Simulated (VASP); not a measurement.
# Rh: single point with BLYP

The system is Rh.

```
Rh
1.0
     2.68373    0.00000    0.00000
     0.00000    2.68373    0.00000
     0.00000    0.00000    2.68373
Rh
1
Direct
  0.00000 0.00000 0.00000
```

This cell differs from its parent crystal: volume scaled by 1.12.

```yaml
Program: VASP 6.6.1
Task: single point
Functional: BLYP
Potentials_or_basis: VASP PAW PBE potentials, release 64 (Rh_pv)
Cutoff: 520 eV
k_mesh: 14 × 14 × 14
Occupations: fermi-dirac, width 0.1 eV
Spin: no spin polarisation
Dipole_correction: no
Further_INCAR_settings: ALGO = Normal; EDIFF = 1e-06; NBANDS = 14
```

```json
{
  "Pressure": "-12.7 GPa"
}
```

Levels at points of the mesh, in eV from the Fermi level:
```
           k point  band 5  band 6  band 7  band 8  band 9  band 10
(0.00, 0.00, 0.00)   -3.96   -3.96    0.53    0.53    0.53    15.58
(0.50, 0.00, 0.00)   -3.48   -1.04   -1.04    0.68    0.69     5.01
(0.50, 0.50, 0.00)   -2.90   -0.75   -0.75    1.73    5.38     5.38
(0.50, 0.50, 0.50)   -3.36   -3.36    1.83    1.83   10.59    10.59
```

Run time: 10 s on 1 thread of Intel(R) Xeon(R) 6975P-C (Granite Rapids), with other jobs on the host, peak memory 0.14 GiB.

Caveat: the PAW data sets were made with another functional, which shifts forces and pressure a little.
